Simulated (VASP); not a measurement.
Set up this calculation in VASP 6.6.1, as the native input.

| Quantity | Value |
| --- | --- |
| Task | single point |
| Functional | PBE |
| Potentials or basis | VASP PAW PBE potentials, release 64 (B, As) |
| Cutoff | 520 eV |
| k mesh | 8 × 8 × 8 |
| Occupations | gaussian, width 0.1 eV |
| Spin | no spin polarisation |
| Dipole correction | no |
| Further INCAR settings | ALGO = Normal; EDIFF = 1e-06; NBANDS = 23 |

The structure of BAs5 lies in POSCAR:

```
BAs5
1.0
    0.0000000000      4.8361838356      4.8361838356
    4.8361838356      0.0000000000      4.8361838356
    4.8361838356      4.8361838356      0.0000000000
B As
1 5
Direct
    0.0000000000      0.0000000000      0.0000000000
    0.2500000000      0.2500000000      0.2500000000
    0.4050726279      0.7847821162      0.4050726279
    0.4050726279      0.4050726279      0.4050726279
    0.7847821162      0.4050726279      0.4050726279
    0.4050726279      0.4050726279      0.7847821162
```

These files were run (other wordings do the same):

INCAR

```
PREC = Accurate ; ENCUT = 520
EDIFF = 1E-6 ; ISMEAR = 0
SIGMA = 0.1 ; LREAL = F
LASPH = T ; NELM = 60
ALGO = Normal ; ISIF = 2
LWAVE = F ; LCHARG = F
GGA = PE ; NBANDS = 23
```

KPOINTS

```
regular mesh
0
Gamma
  8 8 8
```

Potentials or basis: VASP PAW PBE potentials, release 64 (B, As).

The run is started by

```bash
$ cat potpaw_PBE.64/B/POTCAR potpaw_PBE.64/As/POTCAR > POTCAR
$ mpirun -np 1 vasp_std > vasp.out
```

Results of the run:

```
Pressure               : 0.1 GPa
Largest force          : 0.043 eV/Å
Band gap on the k mesh : zero (band 14 reaches 0.79 eV, above the bottom of band 15 at 0.55 eV)
```

Run time: 2 min on 1 thread of Intel(R) Xeon(R) 6975P-C (Granite Rapids) (shared host), peak memory 0.45 GiB.
